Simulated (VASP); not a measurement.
## Ga: relaxation of cell and atoms with PBEsol

The system is Ga.

```
CELL_PARAMETERS angstrom
-2.66095 2.66095 1.45288
2.66095 -2.66095 1.45288
2.66095 2.66095 -1.45288
ATOMIC_POSITIONS crystal
Ga 0.00000 0.00000 0.00000
Ga 0.75000 0.25000 0.50000
```

| Item | Value |
| --- | --- |
| Program | VASP 6.6.1 |
| Task | relaxation of cell and atoms |
| Functional | PBEsol |
| Potentials or basis | VASP PAW PBE potentials, release 64 (Ga_d) |
| Cutoff | 600 eV |
| k mesh | 12 × 12 × 8 |
| Occupations | fermi-dirac, width 0.1 eV |
| Spin | no spin polarisation |
| Dipole correction | no |
| Further INCAR settings | ALGO = Normal; EDIFF = 1e-06; ISYM = 0; IBRION = 2; EDIFFG = -0.01; NSW = 80; ISIF = 3 |

* Relaxed volume: 18.25 Å³/atom
* Relaxed cell: a = 3.646 Å, b = 3.646 Å, c = 4.456 Å, α = 100.17°, β = 100.17°, γ = 135.75°
* Space group after relaxing (to 0.1 Å): C2/c (No. 15)
* Energy gained by relaxing: 67.9 meV/atom
* Ionic steps: 36
* Pressure after relaxing: 0.0 GPa
* Largest force after relaxing: 0.007 eV/Å
* Band gap on the k mesh: zero (bands 13 and 14 overlap by 8.64 eV)

Forces on the atoms (eV/Å):
```
Ga  -0.005  0.005  0.000
Ga   0.005 -0.005  0.000
```

Step by step:
| step | energy change (eV) | largest force (eV/Å) | pressure (GPa) | volume (Å³) |
| --- | --- | --- | --- | --- |
| 1 | 0.0000 | 0.0005 | -4.90 | 41.15 |
| 2 | -0.0749 | 0.0114 | -1.15 | 37.52 |
| 3 | -0.0783 | 0.0156 | 0.22 | 36.63 |
| 4 | -0.0783 | 0.0152 | 0.01 | 36.72 |
| 5 | -0.0817 | 0.0253 | 0.07 | 36.69 |
| 6 | -0.0838 | 0.0364 | 0.10 | 36.65 |
| 7 | -0.0839 | 0.0381 | 0.09 | 36.64 |
| 8 | -0.0853 | 0.0402 | -0.12 | 36.71 |
| 9 | -0.0878 | 0.0425 | -0.25 | 36.81 |
| 10 | -0.0937 | 0.0461 | -0.66 | 37.01 |
| 11 | -0.1090 | 0.0596 | -1.03 | 37.36 |
| 12 | -0.1243 | 0.0231 | -2.06 | 37.91 |
| 13 | -0.1237 | 0.0325 | -1.81 | 37.83 |
| 14 | -0.1241 | 0.0276 | -1.99 | 37.86 |
| 15 | -0.1244 | 0.0269 | -2.00 | 37.86 |
| 16 | -0.1252 | 0.0222 | -1.96 | 37.84 |
| 17 | -0.1260 | 0.0153 | -1.82 | 37.79 |
| 18 | -0.1268 | 0.0170 | -1.72 | 37.73 |
| 19 | -0.1289 | 0.0165 | -1.54 | 37.54 |
| 20 | -0.1320 | 0.0160 | -0.98 | 37.15 |
| 21 | -0.1339 | 0.0151 | 0.29 | 36.38 |
| 22 | -0.1340 | 0.0135 | -0.31 | 36.56 |
| 23 | -0.1340 | 0.0150 | 0.19 | 36.47 |
| 24 | -0.1340 | 0.0139 | -0.02 | 36.51 |
| 25 | -0.1341 | 0.0138 | -0.02 | 36.51 |
| 26 | -0.1344 | 0.0128 | -0.11 | 36.50 |
| 27 | -0.1348 | 0.0104 | -0.04 | 36.48 |
| 28 | -0.1352 | 0.0064 | 0.18 | 36.45 |
| 29 | -0.1354 | 0.0041 | 0.28 | 36.48 |
| 30 | -0.1356 | 0.0039 | -0.10 | 36.57 |
| 31 | -0.1357 | 0.0054 | -0.35 | 36.54 |
| 32 | -0.1357 | 0.0098 | 0.19 | 36.45 |
| 33 | -0.1357 | 0.0080 | 0.26 | 36.48 |
| 34 | -0.1357 | 0.0066 | 0.07 | 36.51 |
| 35 | -0.1357 | 0.0068 | 0.08 | 36.50 |
| 36 | -0.1357 | 0.0069 | 0.04 | 36.50 |

Final structure:
```
Ga
1.0
    -2.47934    2.29659    1.36707
     2.29659   -2.47934    1.36708
     2.90958    2.90958   -1.70944
Ga
2
Direct
  0.98936 0.01064 0.00000
  0.76064 0.23936 0.50000
```

Levels at points of the mesh, in eV from the Fermi level:
```tsv
k point	band 11	band 12	band 13	band 14	band 15	band 16
(0.00, 0.00, 0.00)	-11.31	-1.85	-1.27	1.19	5.02	10.18
(0.50, 0.00, 0.00)	-4.14	-3.80	-1.79	-1.20	2.17	3.89
(0.00, 0.50, 0.00)	-4.14	-3.80	-1.80	-1.20	2.17	3.89
(0.50, 0.50, 0.00)	-8.28	-7.62	1.42	2.36	2.60	2.99
(0.00, 0.00, 0.50)	-8.83	-8.83	3.87	3.87	5.75	5.75
(0.50, 0.00, 0.50)	-5.53	-4.76	0.41	1.53	1.76	4.76
(0.00, 0.50, 0.50)	-5.53	-4.76	0.41	1.53	1.76	4.76
(0.50, 0.50, 0.50)	-6.10	-6.10	-4.42	-4.42	9.56	9.56
```

It took 2.5 h on 1 thread of Oxide Virtual Turin-like Processor (shared host), peak memory 0.54 GiB.

Caveat: the PAW data sets were made with another functional, which shifts forces and pressure a little.
